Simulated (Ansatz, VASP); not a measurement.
**P in VASP and in Ansatz**

Contents of INCAR:

```
SYSTEM = P
PREC = Accurate
ENCUT = 520
EDIFF = 1E-6
ISMEAR = 0
SIGMA = 0.1
LREAL = .FALSE.
LASPH = .TRUE.
NELM = 100
ALGO = Normal
ISIF = 2
LWAVE = .FALSE.
LCHARG = .FALSE.
GGA = PE
NBANDS = 12
```

The input KPOINTS:

```
regular mesh
0
G
  24 24 12
  0 0 0
```

Contents of POSCAR:

```
P
1.0
    2.6414347457      0.0000000000      0.0000000000
   -1.3207173728      2.2875495922      0.0000000000
    0.0000000000      0.0000000000      4.9610935204
P
2
Direct
    0.0000000000      0.0000000000      0.2363796681
    0.0000000000      0.0000000000      0.7636203319
```

Input for Ansatz:

```yaml
crystal:
  lattice:
    - [2.6414347457, 0.0, 0.0]
    - [-1.3207173728, 2.2875495922, 0.0]
    - [0.0, 0.0, 4.9610935204]
  atoms:
    - { symbol: P, position: [0.0, 0.0, 0.2363796681] }
    - { symbol: P, position: [0.0, 0.0, 0.7636203319] }
basis:
  ecutwfc: 420
kpoints:
  mp_grid: { grid: [24, 24, 12] }
  band_path:
    path:
      - [[0.0, 0.0, 0.0], [0.5, 0.0, 0.0], [0.33333333, 0.33333333, 0.0], [0.0, 0.0, 0.0], [0.0, 0.0, 0.5], [0.5, 0.0, 0.5], [0.33333333, 0.33333333, 0.5], [0.0, 0.0, 0.5]]
      - [[0.5, 0.0, 0.5], [0.5, 0.0, 0.0]]
      - [[0.33333333, 0.33333333, 0.5], [0.33333333, 0.33333333, 0.0]]
    npoints: 14
hamiltonian:
  xc: pbe
scf:
  occupations: { method: gaussian, width: 0.1 }
  n_extra_bands: 6
output:
  forces: true
  stress: true
  eigenvalues: true
  populations: true
  dos: { projected: true, de: 0.02, nscf_kmesh: { grid: [29, 29, 15] } }
  bader: true
  write_density: true
  write_potential: true
  elf: true
  volumetric_format: npy
```

Alike in both runs: task single point; functional PBE; k mesh 24 × 24 × 12; occupations gaussian, width 0.1 eV; no spin polarisation.

|  | VASP | Ansatz |
| --- | --- | --- |
| version | VASP 6.6.1 | Ansatz 0.2.0 |
| potentials or method | VASP PAW PBE potentials, release 64 (P), cutoff 520 eV | scalar-relativistic, plane waves, PAW |
| valence electrons in the cell | 10 | 10 |

|  | VASP | Ansatz | Ansatz less VASP |
| --- | --- | --- | --- |
| gap on the k mesh at the Fermi level (eV) | none | none | - |
| pressure (GPa) | -0.2 | 0.0 | +0.20 |
| rms of the force components (eV/Å) | 0.016 | 0.000 | -0.0153 |

Atom by atom the forces differ by 0.016 eV/Å (rms over components). A gap of «none» marks a metal or a gap that the smearing closes.
